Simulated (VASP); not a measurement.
# C (Fd-3m) in VASP: further runs, part 2 of 2

VASP 6.6.1. Earlier steps stand in the parts before.

## Step 5: Single point, r2SCAN

This run uses another cell than the first one, of 5.56 Å³/atom, 0.980 times its volume.

Input file POSCAR:

```
C
1.0
    0.0000000000      1.7714007132      1.7714007132
    1.7714007132      0.0000000000      1.7714007132
    1.7714007132      1.7714007132      0.0000000000
C
2
Direct
    0.7500000000      0.7500000000      0.7500000000
    0.5000000000      0.5000000000      0.5000000000
```

Input file INCAR.step1:

```
PREC = Accurate ; ENCUT = 910
ISMEAR = -1 ; SIGMA = 0.05
LREAL = F ; LASPH = T
NELM = 120 ; NBANDS = 11
GGA = PE ; ALGO = Normal
EDIFF = 1E-5 ; LWAVE = T
LCHARG = F ; GGA_COMPAT = F
```

Input file INCAR.step2:

```
PREC = Accurate ; ENCUT = 910
EDIFF = 1E-6 ; ISMEAR = -1
SIGMA = 0.05 ; LREAL = F
LASPH = T ; NELM = 120
ALGO = Normal ; ISIF = 2
LWAVE = F ; LCHARG = F
METAGGA = R2SCAN ; LMIXTAU = T
NBANDS = 11 ; ISTART = 1
GGA_COMPAT = F
```

Input file KPOINTS:

```
Automatic mesh
0
Gamma
  13 13 13
```

Potentials or basis: VASP PAW PBE potentials, release 64 (C_h).

The run is started by

```bash
> cat potpaw_PBE.64/C_h/POTCAR > POTCAR
> cp INCAR.step1 INCAR
> mpirun -np 1 vasp_std > vasp.out
> cp INCAR.step2 INCAR
> mpirun -np 1 vasp_std > vasp.out
```

OUTCAR:

```text
PREC = Accurate
   ENCUT = 910
   EDIFF = 1E-6
   ISMEAR = -1
   LREAL = F
   LASPH = T
   NELM = 120
   ISIF = 2
   METAGGA = R2SCAN
   ISTART = 1

 ion  position               nearest neighbor table
   1  0.750  0.750  0.750-
   2  0.500  0.500  0.500-

  LATTYP: Found a face centered cubic cell.
 ALAT       =     3.5428014264

  Lattice vectors:

 A1 = (   0.0000000000,   1.7714007132,   1.7714007132)
 A2 = (   1.7714007132,   0.0000000000,   1.7714007132)
 A3 = (   1.7714007132,   1.7714007132,   0.0000000000)

Analysis of symmetry for initial positions (statically):
=====================================================================
 Subroutine PRICEL returns:
 Original cell was already a primitive cell.

 Routine SETGRP: Setting up the symmetry group for a
 face centered cubic supercell.

 Subroutine GETGRP returns: Found 48 space group operations
 (whereof 24 operations were pure point group operations)
 out of a pool of 48 trial point group operations.

The static configuration has the point symmetry T_d .
 The point group associated with its full space group is O_h .

Analysis of symmetry for dynamics (positions and initial velocities):
=====================================================================
 Subroutine PRICEL returns:
 Original cell was already a primitive cell.

 Routine SETGRP: Setting up the symmetry group for a
 face centered cubic supercell.

 Subroutine GETGRP returns: Found 48 space group operations
 (whereof 24 operations were pure point group operations)
 out of a pool of 48 trial point group operations.

The dynamic configuration has the point symmetry T_d .
 The point group associated with its full space group is O_h .

 Subroutine INISYM returns: Found 48 space group operations
 (whereof 24 operations are pure point group operations),
 and found     1 'primitive' translations

----------------------------------------------------------------------------------------

                                     Primitive cell
[... 113 lines left out ...]
  Fermi-wavevector in a.u.,A,eV,Ry     =   1.467049  2.772321 29.282913  2.152233
  Thomas-Fermi vector in A             =   2.582714
   LORBIT       =      0    0 simple, 1 ext, 2 COOP (PROOUT), +10 PAW based schemes
   METAGGA = R2SCAN    functional components
   LHFCALC =     F    Hartree Fock is set to
   AEXX    =    0.0000 exact exchange contribution
   IVDW    =     0    specifies the selected vdW correction
   LEPSILON=     F    determine dielectric tensor
   LRPA    =     F    only Hartree local field effects (RPA)
 non-spin polarized calculation
  energy-cutoff  :      910.00
  volume of cell :       11.12
 maximum number of plane-waves:       702
 NGX is ok and might be reduce to    28
   NGX = 13   NGY = 13   NGZ = 13

 number of electron       8.0000000 magnetization

 Free energy of the ion-electron system (eV)
  ---------------------------------------------------
  ext. energy  EPLUGINS =         0.00000000
  ---------------------------------------------------
  free energy    TOTEN  =       -19.71639129 eV

  energy without entropy =      -19.71639129  energy(sigma->0) =      -19.71639129

 E-fermi :  12.1241     XC(G=0): -14.3810

 val. band max:       11.2282590460   @ k =   0.0000   0.0000   0.0000
 cond. band min:      15.6417976221   @ k =   0.3846   0.3846   0.0000
 fundamental gap:      4.4135385761
 Fermi energy:        12.1240957341

 k-point     1 :       0.0000    0.0000    0.0000
  band No.  band energies     occupation
      1     -11.7217      2.00000
      2      11.2283      2.00000
      3      11.2283      2.00000
      4      11.2283      2.00000
      5      17.1642      0.00000
      6      17.1642      0.00000
      7      17.1642      0.00000
      8      25.5702      0.00000
      9      31.9089      0.00000
     10      38.8058      0.00000
     11      38.8058      0.00000
[... 309 lines left out ...]
 k-point    24 :       0.4615    0.1538    0.0000
  band No.  band energies     occupation
      1      -6.4267      2.00000
      2      -0.8032      2.00000
      3       6.4530      2.00000
      4       7.0233      2.00000
      5      18.7692      0.00000
      6      22.5537      0.00000
      7      22.9049      0.00000
      8      26.1783      0.00000
      9      33.3038      0.00000
     10      36.2169      0.00000
     11      39.8792      0.00000

 [... further k-points ...]
[... 5 lines left out ...]
  --------------------------------------------------------------------------------------
  -------------------------------------------------------------------------------------
  Total        0.4138827      0.4138827      0.4138827      0.0000000      0.0000000     -0.0000000
  in kB       59.6495783     59.6495783     59.6495783      0.0000000      0.0000000     -0.0000000
  external PRESSURE =      59.6495783 kB  Pullay stress =       0.0000000 kB

 VOLUME and BASIS-vectors are now :
 -----------------------------------------------------------------------------
  energy-cutoff  :      910.00
  volume of cell :       11.12
      direct lattice vectors                 reciprocal lattice vectors
     0.000000000  1.771400713  1.771400713    -0.282262503  0.282262503  0.282262503
     1.771400713  0.000000000  1.771400713     0.282262503 -0.282262503  0.282262503
     1.771400713  1.771400713  0.000000000     0.282262503  0.282262503 -0.282262503

 POSITION                                       TOTAL-FORCE (eV/Angst)
 -----------------------------------------------------------------------------------
      2.65710      2.65710      2.65710        -0.000000     -0.000000     -0.000000
      1.77140      1.77140      1.77140         0.000000      0.000000      0.000000
 -----------------------------------------------------------------------------------
    total drift:                                0.000000      0.000000     -0.000000

  FREE ENERGIE OF THE ION-ELECTRON SYSTEM (eV)
  ---------------------------------------------------
  free  energy   TOTEN  =       -19.7163912945 eV

  energy  without entropy=      -19.7163912944  energy(sigma->0) =      -19.71639129
```

OUTCAR.step1:

```text
PREC = Accurate
   ENCUT = 910
   ISMEAR = -1
   LREAL = F
   LASPH = T
   NELM = 120
[... 557 lines left out ...]
 -----------------------------------------------------------------------------------
      2.65710      2.65710      2.65710        -0.000000     -0.000000     -0.000000
      1.77140      1.77140      1.77140         0.000000      0.000000      0.000000
 -----------------------------------------------------------------------------------
    total drift:                                0.000000      0.000000     -0.000000

  FREE ENERGIE OF THE ION-ELECTRON SYSTEM (eV)
  ---------------------------------------------------
  free  energy   TOTEN  =       -18.2043406420 eV

  energy  without entropy=      -18.2043406420  energy(sigma->0) =      -18.20434064
```

OSZICAR.step1:

```text
N       E                     dE             d eps       ncg     rms          rms(c)
DAV:   1     0.130352246365E+02    0.13035E+02   -0.66112E+03  1856   0.110E+03
DAV:   2    -0.178791093197E+02   -0.30914E+02   -0.28924E+02  2615   0.173E+02
DAV:   3    -0.188596692568E+02   -0.98056E+00   -0.97803E+00  2201   0.252E+01
DAV:   4    -0.188618856257E+02   -0.22164E-02   -0.22163E-02  2020   0.139E+00
DAV:   5    -0.188618883715E+02   -0.27459E-05   -0.27456E-05  2170   0.494E-02    0.491E+00
DAV:   6    -0.183693949383E+02    0.49249E+00   -0.25285E-01  1935   0.359E+00    0.269E+00
DAV:   7    -0.182023461249E+02    0.16705E+00   -0.31128E-01  2021   0.399E+00    0.359E-01
DAV:   8    -0.182042761393E+02   -0.19300E-02   -0.87910E-03  1952   0.844E-01    0.418E-02
DAV:   9    -0.182043232365E+02   -0.47097E-04   -0.60888E-05  2236   0.691E-02    0.188E-02
DAV:  10    -0.182043407668E+02   -0.17530E-04   -0.14206E-05  2028   0.339E-02    0.252E-03
DAV:  11    -0.182043406420E+02    0.12485E-06   -0.25956E-07   969   0.517E-03
   1 F= -.18204341E+02 E0= -.18204341E+02  d E =-.308789E-10
```

It took 80 s on 1 thread of Intel Xeon Platinum 8259CL at 2.50GHz (Skylake/Cascade Lake), shared host; peak memory 0.16 GiB.

What came out:

- Free energy: -19.7164 eV
- Pressure: 6.0 GPa
- Band gap on the k mesh: 4.41 eV, indirect (least direct gap 5.94 eV)

Caveat: the cutoff is under 1.25 times the usual one of these potentials, so pressure, stress and relaxed cells hold a basis-set (Pulay) error; the PAW data sets were made with another functional, which shifts forces and pressure a little. r2SCAN opens gaps a little over a GGA but as a rule still falls short of measured ones.

## Step 6: The runs side by side

| level | cell | gap on the mesh (eV) | pressure (GPa) |
| --- | --- | --- | --- |
| PBEsol | a = 2.522 Å, angles 60.0°, 2 atoms | 4.02 | -4.8 |
| PBEsol | a = 2.488 Å, angles 60.0°, 2 atoms | 4.11 | 14.2 |
| PBEsol | a = 2.513 Å, angles 60.0°, 2 atoms | 4.04 | 0.0 |
| r2SCAN | a = 2.505 Å, angles 60.0°, 2 atoms | 4.41 | 6.0 |

Alike in all rows: task single point; potentials or basis VASP PAW PBE potentials, release 64 (C_h); no spin polarisation; k mesh 13 × 13 × 13; cutoff (eV) 910; smearing fermi-dirac 0.05 eV.

Caveats: the cutoff is under 1.25 times the usual one of these potentials, so pressure, stress and relaxed cells hold a basis-set (Pulay) error; the PAW data sets were made with another functional, which shifts forces and pressure a little.

Total energies depend on the potentials used, so only differences within one code and one set of settings carry meaning.
